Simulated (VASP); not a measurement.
Wanted: the native input for a VASP 6.6.1 run.

| Item | Value |
| --- | --- |
| Task | single point |
| Functional | PBE |
| Potentials or basis | VASP PAW PBE potentials, release 64 (Ti_sv) |
| Cutoff | 520 eV |
| k mesh | 11 × 11 × 6 |
| Occupations | methfessel-paxton, width 0.1 eV |
| Spin | no spin polarisation |
| Dipole correction | no |
| Further INCAR settings | ALGO = Normal; EDIFF = 1e-06; NBANDS = 19 |

The structure of Ti lies in POSCAR:

```
Ti
1.0
    3.0266574256      0.0000000000      0.0000000000
   -1.5133287128      2.6211571496      0.0000000000
    0.0000000000      0.0000000000      4.8016124583
Ti
2
Direct
    0.3333333333      0.6666666667      0.2500000000
    0.6666666667      0.3333333333      0.7500000000
```

These files were run (other wordings do the same):

INCAR

```
SYSTEM = Ti
  ALGO = Normal
  EDIFF = 1E-6
  ENCUT = 520
  GGA = PE
  ISIF = 2
  ISMEAR = 1
  LASPH = .True.
  LCHARG = .False.
  LREAL = .False.
  LWAVE = .False.
  NBANDS = 19
  NELM = 60
  PREC = Accurate
  SIGMA = 0.1
```

KPOINTS

```
k-points
0
Gamma
  11 11 6
  0 0 0
```

Potentials or basis: VASP PAW PBE potentials, release 64 (Ti_sv).

Run with:

```console
$ cat potpaw_PBE.64/Ti_sv/POTCAR > POTCAR
$ mpirun -np 1 vasp_std > vasp.out
```

It gave:

```
Pressure               : -8.7 GPa
Band gap on the k mesh : zero (band 12 reaches 8.11 eV, above the bottom of band 13 at 7.13 eV)
```

Wall time 27 s on 1 thread of Intel(R) Xeon(R) Platinum 8488C (Sapphire Rapids), with other jobs on the host, peak memory 0.17 GiB.
